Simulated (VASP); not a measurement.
## AlRu: single point with PBE

AlRu:

```
Al Ru
1.0
     3.08135    0.00000    0.00000
     0.00000    2.99160    0.00000
     0.00000    0.00000    2.99160
Al Ru
1 1
Direct
  0.00000 0.00000 0.00000
  0.50000 0.50000 0.50000
```

This cell differs from its parent crystal: strain +0.0300 x Voigt [1, 0, 0, 0, 0, 0].

```yaml
Program: VASP 6.6.1
Task: single point
Functional: PBE
Potentials_or_basis: VASP PAW PBE potentials, release 64 (Al, Ru_pv)
Cutoff: 520 eV
k_mesh: 16 × 16 × 16
Occupations: gaussian, width 0.15 eV
Spin: no spin polarisation
Dipole_correction: no
Further_INCAR_settings: ALGO = Fast; EDIFF = 1e-07; NBANDS = 16
```

```
Pressure               : -3.3 GPa
Band gap on the k mesh : zero (an odd number of electrons rules out a gap without spin polarisation)
```

Stress tensor (GPa, compression positive):
```
-6.34  0.00  0.00
 0.00 -1.76  0.00
 0.00  0.00 -1.76
```

Levels at points of the mesh, in eV from the Fermi level:
```csv
k point,band 6,band 7,band 8,band 9,band 10,band 11,band 12,band 13
"(0.00, 0.00, 0.00)",-3.42,0.10,0.10,0.27,5.34,6.22,6.22,10.73
"(0.50, 0.00, 0.00)",-2.73,-1.44,-1.44,0.47,1.84,7.47,11.11,11.11
"(0.00, 0.50, 0.00)",-2.63,-1.78,-1.45,0.36,2.33,7.42,10.36,11.12
"(0.50, 0.50, 0.00)",-1.51,-1.31,-1.08,-1.00,1.37,4.99,5.85,10.57
"(0.00, 0.50, 0.50)",-1.30,-1.30,-1.26,-1.26,1.57,5.36,6.03,9.91
"(0.50, 0.50, 0.50)",-4.47,1.43,1.64,2.38,3.94,4.11,4.11,8.10
```

Wall time 2.8 min on 1 thread of Intel Xeon 8259CL, with other jobs on the host, peak memory 0.28 GiB.

Caveat: the cell differs from its parent crystal (strain +0.0300 x Voigt [1, 0, 0, 0, 0, 0]); the cell stands under tension.
